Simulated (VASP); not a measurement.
# TiC in VASP: further runs, part 2 of 2

VASP 6.6.1.

### Step 3. Single point, PBE (z stretched by +3 %, then relaxed in part)

Input file INCAR:

```
ALGO = Normal
EDIFF = 1E-7
ENCUT = 520
GGA = PE
ISIF = 2
ISMEAR = -1
LASPH = T
LCHARG = F
LREAL = F
LWAVE = F
NBANDS = 15
NELM = 100
PREC = Accurate
SIGMA = 0.05
```

Input file KPOINTS:

```
k-points
0
Gamma
  18 18 18
```

Input file POSCAR:

```
TiC
1.0
    0.0000000000      2.1640000000      2.2289200000
    2.1640000000      0.0000000000      2.2289200000
    2.1640000000      2.1640000000      0.0000000000
Ti C
1 1
Direct
    0.0000000000      0.0000000000      0.0000000000
    0.5000000000      0.5000000000      0.5000000000
```

Potentials or basis: VASP PAW PBE potentials, release 64 (Ti_sv, C).

Run with:

```sh
$ cat potpaw_PBE.64/Ti_sv/POTCAR potpaw_PBE.64/C/POTCAR > POTCAR
$ mpirun -np 1 vasp_std > vasp.out
```

OUTCAR:

```text
EDIFF = 1E-7
   ENCUT = 520
   GGA = PE
   ISIF = 2
   ISMEAR = -1
   LASPH = T
   LREAL = F
   NELM = 100
   PREC = Accurate

 ion  position               nearest neighbor table
   1  0.000  0.000  0.000-   2 2.16   2 2.16   2 2.16   2 2.16   2 2.23   2 2.23
   2  0.500  0.500  0.500-   1 2.16   1 2.16   1 2.16   1 2.16   1 2.23   1 2.23

  LATTYP: Found a body centered tetragonal cell.
 ALAT       =     3.0603581490
 C/A-ratio  =     1.4566399692

  Lattice vectors:

 A1 = (  -2.1640000000,   0.0000000000,   2.2289200000)
 A2 = (   2.1640000000,   0.0000000000,   2.2289200000)
 A3 = (   0.0000000000,   2.1640000000,  -2.2289200000)

Analysis of symmetry for initial positions (statically):
=====================================================================
 Subroutine PRICEL returns:
 Original cell was already a primitive cell.

 Routine SETGRP: Setting up the symmetry group for a
 body centered tetragonal supercell.

 Subroutine GETGRP returns: Found 16 space group operations
 (whereof 16 operations were pure point group operations)
 out of a pool of 16 trial point group operations.

The static configuration has the point symmetry D_4h.

Analysis of symmetry for dynamics (positions and initial velocities):
=====================================================================
 Subroutine PRICEL returns:
 Original cell was already a primitive cell.

 Routine SETGRP: Setting up the symmetry group for a
 body centered tetragonal supercell.

 Subroutine GETGRP returns: Found 16 space group operations
 (whereof 16 operations were pure point group operations)
 out of a pool of 16 trial point group operations.

The dynamic configuration has the point symmetry D_4h.

 Subroutine INISYM returns: Found 16 space group operations
 (whereof 16 operations are pure point group operations),
 and found     1 'primitive' translations

[... 117 lines left out ...]
  Thomas-Fermi vector in A             =   2.609986
   LORBIT       =      0    0 simple, 1 ext, 2 COOP (PROOUT), +10 PAW based schemes
   GGA     = PE    functional components
   LHFCALC =     F    Hartree Fock is set to
   AEXX    =    0.0000 exact exchange contribution
   IVDW    =     0    specifies the selected vdW correction
   LEPSILON=     F    determine dielectric tensor
   LRPA    =     F    only Hartree local field effects (RPA)
 non-spin polarized calculation
  energy-cutoff  :      520.00
  volume of cell :       20.88
 maximum number of plane-waves:       580
   NGX = 11   NGY = 11   NGZ = 11

 number of electron      15.9999999 magnetization

 Free energy of the ion-electron system (eV)
  ---------------------------------------------------
  ext. energy  EPLUGINS =         0.00000000
  ---------------------------------------------------
  free energy    TOTEN  =       -18.68823256 eV

  energy without entropy =      -18.68565610  energy(sigma->0) =      -18.68694433

 E-fermi :   9.1047     XC(G=0): -12.5560

 val. band max:        9.1024575876   @ k =   0.1111   0.0556   0.0000
 cond. band min:       9.1271233421   @ k =   0.3889   0.0556   0.3333
 fundamental gap:      0.0246657546
 Fermi energy:         9.1046643396

 k-point     1 :       0.0000    0.0000    0.0000
  band No.  band energies     occupation
      1     -47.5695      2.00000
      2     -23.6395      2.00000
      3     -23.5912      2.00000
      4     -23.5912      2.00000
      5      -3.1728      2.00000
      6       9.6423      0.00004
      7       9.8513      0.00000
      8       9.8513      0.00000
      9      10.6240      0.00000
     10      10.6747      0.00000
     11      10.7727      0.00000
     12      10.7727      0.00000
     13      10.8583      0.00000
     14      19.2052      0.00000
[... 401 lines left out ...]
      2     -23.8237      2.00000
      3     -23.6675      2.00000
      4     -23.6010      2.00000
      5      -1.9245      2.00000
      6       6.4937      2.00000
      7       7.4001      2.00000
      8       7.5432      2.00000
      9      10.6107      0.00000
     10      10.9448      0.00000
     11      11.9398      0.00000
     12      13.9351      0.00000
     13      15.2828      0.00000
     14      20.1101      0.00000
     15      22.9837      0.00000

 [... further k-points ...]
[... 5 lines left out ...]
  --------------------------------------------------------------------------------------
  -------------------------------------------------------------------------------------
  Total       -0.3042398     -0.3042398     -1.5712575      0.0000000      0.0000000      0.0000000
  in kB      -23.3500406    -23.3500406   -120.5921295      0.0000000      0.0000000      0.0000000
  external PRESSURE =     -55.7640703 kB  Pullay stress =       0.0000000 kB

 VOLUME and BASIS-vectors are now :
 -----------------------------------------------------------------------------
  energy-cutoff  :      520.00
  volume of cell :       20.88
      direct lattice vectors                 reciprocal lattice vectors
     0.000000000  2.164000000  2.228920000    -0.231053604  0.231053604  0.224323888
     2.164000000  0.000000000  2.228920000     0.231053604 -0.231053604  0.224323888
     2.164000000  2.164000000  0.000000000     0.231053604  0.231053604 -0.224323888

 POSITION                                       TOTAL-FORCE (eV/Angst)
 -----------------------------------------------------------------------------------
      0.00000      0.00000      0.00000         0.000000      0.000000      0.000000
      2.16400      2.16400      2.22892        -0.000000     -0.000000      0.000000
 -----------------------------------------------------------------------------------
    total drift:                                0.000000     -0.000000     -0.000000

  FREE ENERGIE OF THE ION-ELECTRON SYSTEM (eV)
  ---------------------------------------------------
  free  energy   TOTEN  =       -18.6882325602 eV

  energy  without entropy=      -18.6856561033  energy(sigma->0) =      -18.68694433
```

stdout:

```text
POSCAR found type information on POSCAR TiC
 POSCAR found :  2 types and       2 ions
 scaLAPACK will be used
 LDA part: xc-table for (Slater+PW92), standard interpolation
 POSCAR, INCAR and KPOINTS ok, starting setup
 FFT: planning ... GRIDC
 FFT: planning ... GRID_SOFT
 FFT: planning ... GRID
 WAVECAR not read
 entering main loop
```

Run time: 71 s. Hardware: 1 thread of Intel Xeon Platinum 8488C (Sapphire Rapids), shared host; peak memory 0.27 GiB.

Results:

| Quantity | Value |
| --- | --- |
| Free energy | -18.6882 eV |
| Pressure | -5.6 GPa |
| Band gap on the k mesh | zero (bands 8 and 9 overlap by 1.25 eV) |

Caveat: the cell differs from its parent crystal (z stretched by +3 %, then relaxed in part); the cell stands under tension.

### Step 4. Relaxation of the atoms, PBE (9.53 Å³/atom)

This run uses another cell than the first one, of 9.53 Å³/atom.

Input file INCAR:

```
PREC = Accurate
ENCUT = 520
EDIFF = 1E-6
ISMEAR = -1
SIGMA = 0.05
LREAL = False
LASPH = True
NELM = 100
ALGO = Normal
ISIF = 2
LWAVE = False
LCHARG = False
GGA = PE
IBRION = 2
NSW = 80
EDIFFG = -0.02
```

Input file KPOINTS:

```
regular mesh
0
Gamma
  18 18 18
```

Input file POSCAR:

```
TiC
1.0
    0.0000000000      2.1198243393      2.1198243393
    2.1198243393      0.0000000000      2.1198243393
    2.1198243393      2.1198243393      0.0000000000
Ti C
1 1
Direct
    0.0000000000      0.0000000000      0.0000000000
    0.5000000000      0.5000000000      0.5000000000
```

Run with:

```sh
$ cat potpaw_PBE.64/Ti_sv/POTCAR potpaw_PBE.64/C/POTCAR > POTCAR
$ mpirun -np 1 vasp_std > vasp.out
```

Run time: 22 s. Hardware: 1 thread of Intel Xeon Platinum 8488C (Sapphire Rapids), shared host; peak memory 0.17 GiB.

The run converged. Its results:

| Property | Result |
| --- | --- |
| Free energy | -18.6374 eV |
| Pressure after relaxing | 18.8 GPa |
| Band gap on the k mesh | zero (bands 8 and 9 overlap by 1.13 eV) |

Final structure:
```
Ti C
1.0
     0.00000    2.11982    2.11982
     2.11982    0.00000    2.11982
     2.11982    2.11982    0.00000
Ti C
1 1
Direct
  0.00000 0.00000 0.00000
  0.50000 0.50000 0.50000
```

Levels at points of the mesh, in eV from the Fermi level:
```csv
k point,band 4,band 5,band 6,band 7,band 8,band 9,band 10,band 11,band 12
"(0.00, 0.00, 0.00)",-32.40,-12.71,0.71,0.71,0.71,1.75,1.75,1.75,1.84
"(0.50, 0.00, 0.00)",-32.46,-8.91,-6.15,-3.12,-3.12,3.17,3.17,4.47,8.57
"(0.50, 0.50, 0.00)",-32.61,-10.38,-3.48,-1.82,0.01,0.01,2.94,3.83,3.83
```

Caveat: the relaxation stopped at its first step, so nothing moved.

### Step 5. Summary

```csv
task,cell,gap on the mesh (eV),pressure (GPa)
single point,"a = 3.091, b = 3.091, c = 3.060 Å, angles 60.3, 60.3, 59.3°, 2 atoms",none,-3.6
single point,"a = 3.107, b = 3.107, c = 3.060 Å, angles 60.5, 60.5, 59.0°, 2 atoms",none,-5.6
relaxation of the atoms,"atoms relaxed from a = 2.998 Å, angles 60.0°, 2 atoms",none,18.8
```

Alike in all rows: level PBE; potentials or basis VASP PAW PBE potentials, release 64 (Ti_sv, C); no spin polarisation; k mesh 18 × 18 × 18; cutoff (eV) 520; smearing fermi-dirac 0.05 eV.

Caveats: the cell stands under tension (at least some runs); the relaxation stopped at its first step, so nothing moved (at least some runs).

Total energies depend on the potentials used, so only differences within one code and one set of settings carry meaning.
